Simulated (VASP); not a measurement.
Wanted: the native input for a VASP 6.6.1 run.

| Quantity | Value |
| --- | --- |
| Task | single point |
| Functional | r2SCAN |
| Potentials or basis | VASP PAW PBE potentials, release 64 (Ce, O) |
| Cutoff | 520 eV |
| k mesh | 8 × 8 × 8 |
| Occupations | gaussian, width 0.01 eV |
| Spin | no spin polarisation |
| Dipole correction | no |
| Further INCAR settings | ALGO = Normal; EDIFF = 1e-07; NBANDS = 19 |

The system is CeO2.

```xyz
3
Lattice="0.0000 2.7186 2.7186 2.7186 0.0000 2.7186 2.7186 2.7186 0.0000" Properties=species:S:1:pos:R:3 pbc="T T T"
Ce    0.0000    0.0000    0.0000
O     1.3593    1.3593    1.3593
O     4.0779    4.0779    4.0779
```

The input as run:

POSCAR

```
CeO2
1.0
    0.0000000000      2.7185716678      2.7185716678
    2.7185716678      0.0000000000      2.7185716678
    2.7185716678      2.7185716678      0.0000000000
Ce O
1 2
Direct
    0.0000000000      0.0000000000      0.0000000000
    0.2500000000      0.2500000000      0.2500000000
    0.7500000000      0.7500000000      0.7500000000
```

INCAR.step1

```
PREC = Accurate
ENCUT = 520
ISMEAR = 0
SIGMA = 0.01
LREAL = False
LASPH = True
NELM = 80
NBANDS = 19
GGA = PE
ALGO = Normal
EDIFF = 1E-4
LWAVE = True
LCHARG = False
```

INCAR.step2

```
PREC = Accurate
ENCUT = 520
EDIFF = 1E-7
ISMEAR = 0
SIGMA = 0.01
LREAL = False
LASPH = True
NELM = 80
ALGO = Normal
ISIF = 2
LWAVE = False
LCHARG = True
METAGGA = R2SCAN
LMIXTAU = True
LELF = True
LVHAR = True
NBANDS = 19
ISTART = 1
```

KPOINTS

```
Automatic mesh
0
Gamma
  8 8 8
```

Potentials or basis: VASP PAW PBE potentials, release 64 (Ce, O).

The run is started by

```console
$ cat potpaw_PBE.64/Ce/POTCAR potpaw_PBE.64/O/POTCAR > POTCAR
$ cp INCAR.step1 INCAR
$ mpirun -np 1 vasp_std > vasp.out
$ cp INCAR.step2 INCAR
$ mpirun -np 1 vasp_std > vasp.out
```

Results of the run:

```
Pressure               : -0.2 GPa
Band gap on the k mesh : 2.16 eV (least direct gap 2.29 eV)
```

Caveat: the PAW data sets were made with another functional, which shifts forces and pressure a little; spin-orbit coupling is left out, which moves the levels of the heavy elements; semilocal functionals describe open f shells poorly, which spoils levels, moments and volumes.

Run time: 5.2 min on 1 thread of Intel Xeon 8259CL, on a shared host, peak memory 0.19 GiB.
